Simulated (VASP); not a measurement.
## Ta: relaxation of cell and atoms with r2SCAN

Crystal: Ta.

```
Ta
1.0
    -1.65128    1.65128    1.65128
     1.65128   -1.65128    1.65128
     1.65128    1.65128   -1.65128
Ta
1
Direct
  0.00000 0.00000 0.00000
```

- Program: VASP 6.6.1
- Task: relaxation of cell and atoms
- Functional: r2SCAN
- Potentials or basis: VASP PAW PBE potentials, release 64 (Ta_pv)
- Cutoff: 600 eV
- k mesh: 9 × 9 × 9
- Occupations: gaussian, width 0.05 eV
- Spin: no spin polarisation
- Dipole correction: no
- Further INCAR settings: ALGO = Normal; EDIFF = 1e-06; IBRION = 2; EDIFFG = -0.03; NSW = 80; ISIF = 3

```yaml
Relaxed_volume: 18.29 Å³/atom
Relaxed_cell: a = 2.875 Å, b = 2.875 Å, c = 2.875 Å, α = 109.47°, β = 109.47°, γ = 109.47°
Space_group_after_relaxing_to_0.05_Å: Im-3m (No. 229)
Energy_gained_by_relaxing: 2.4 meV/atom
Ionic_steps: 3
Pressure_after_relaxing: 0.0 GPa
```

The path:
```
step  energy change (eV)  largest force (eV/Å)  pressure (GPa)  volume (Å³)
   1              0.0000                0.0000            2.75        18.01
   2              0.0066                0.0000           -5.37        18.83
   3             -0.0024                0.0000           -0.03        18.29
```

Final structure:
```
Ta
1.0
    -1.65986    1.65986    1.65986
     1.65986   -1.65986    1.65986
     1.65986    1.65986   -1.65986
Ta
1
Cartesian
  0.0000 0.0000 0.0000
```

Levels at points of the mesh, in eV from the Fermi level:
| k point | band 1 | band 2 | band 3 | band 4 | band 5 | band 6 | band 7 | band 8 | band 9 |
| --- | --- | --- | --- | --- | --- | --- | --- | --- | --- |
| (0.00, 0.00, 0.00) | -34.36 | -34.36 | -34.36 | -8.30 | 0.80 | 0.80 | 0.80 | 4.22 | 4.22 |

Wall time 27 s on 1 thread of Intel(R) Xeon(R) 6975P-C (Granite Rapids), on a shared host, peak memory 0.16 GiB.

Caveat: the PAW data sets were made with another functional, which shifts forces and pressure a little; spin-orbit coupling is left out, which moves the levels of the heavy elements. Zero-point motion and thermal expansion aren't in these numbers.
